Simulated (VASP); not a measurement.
Set up this calculation in VASP 6.6.1, as the native input.

```yaml
Task: single point
Functional: r2SCAN
Potentials_or_basis: VASP PAW PBE potentials, release 64 (Al, Ni)
Cutoff: 520 eV
k_mesh: 12 × 12 × 8
Occupations: gaussian, width 0.1 eV
Spin: no spin polarisation
Dipole_correction: no
Further_INCAR_settings: ALGO = Normal; EDIFF = 1e-06; NBANDS = 22
```

Crystal: Al3Ni2.

```xyz
5
Lattice="4.0067 0.0000 0.0000 -2.0034 3.4699 0.0000 0.0000 0.0000 4.8615" Properties=species:S:1:pos:R:3 pbc="T T T"
Al    0.0000    0.0000    0.0000
Al    0.0000    2.3133    3.1524
Al    2.0034    1.1566    1.7091
Ni    0.0000    2.3133    0.7108
Ni    2.0034    1.1566    4.1507
```

One way to write it, as run:

POSCAR

```
Al3Ni2
1.0
    4.0067213728      0.0000000000      0.0000000000
   -2.0033606864      3.4699224948      0.0000000000
    0.0000000000      0.0000000000      4.8615270369
Al Ni
3 2
Direct
    0.0000000000      0.0000000000      0.0000000000
    0.3333333333      0.6666666667      0.6484376368
    0.6666666667      0.3333333333      0.3515623632
    0.3333333333      0.6666666667      0.1462123367
    0.6666666667      0.3333333333      0.8537876633
```

INCAR.step1

```
ALGO = Normal ; EDIFF = 1E-4
ENCUT = 520 ; GGA = PE
ISMEAR = 0 ; LASPH = T
LCHARG = F ; LREAL = F
LWAVE = T ; NBANDS = 22
NELM = 80 ; PREC = Accurate
SIGMA = 0.1
```

INCAR.step2

```
ALGO = Normal ; EDIFF = 1E-6
ENCUT = 520 ; ISIF = 2
ISMEAR = 0 ; ISTART = 1
LASPH = T ; LCHARG = F
LMIXTAU = T ; LREAL = F
LWAVE = F ; METAGGA = R2SCAN
NBANDS = 22 ; NELM = 80
PREC = Accurate ; SIGMA = 0.1
```

KPOINTS

```
k-points
0
Gamma
  12 12 8
```

Potentials or basis: VASP PAW PBE potentials, release 64 (Al, Ni).

The run is started by

```console
$ cat potpaw_PBE.64/Al/POTCAR potpaw_PBE.64/Ni/POTCAR > POTCAR
$ cp INCAR.step1 INCAR
$ mpirun -np 1 vasp_std > vasp.out
$ cp INCAR.step2 INCAR
$ mpirun -np 1 vasp_std > vasp.out
```

It gave:

```yaml
Pressure: -0.2 GPa
Largest_force: 0.018 eV/Å
Band_gap_on_the_k_mesh: zero (an odd number of electrons rules out a gap without spin polarisation)
```

Caveat: the PAW data sets were made with another functional, which shifts forces and pressure a little.

Wall time 10 min on 1 thread of Intel(R) Xeon(R) Platinum 8375C CPU @ 2.90GHz (Ice Lake) (shared host), peak memory 0.3 GiB.
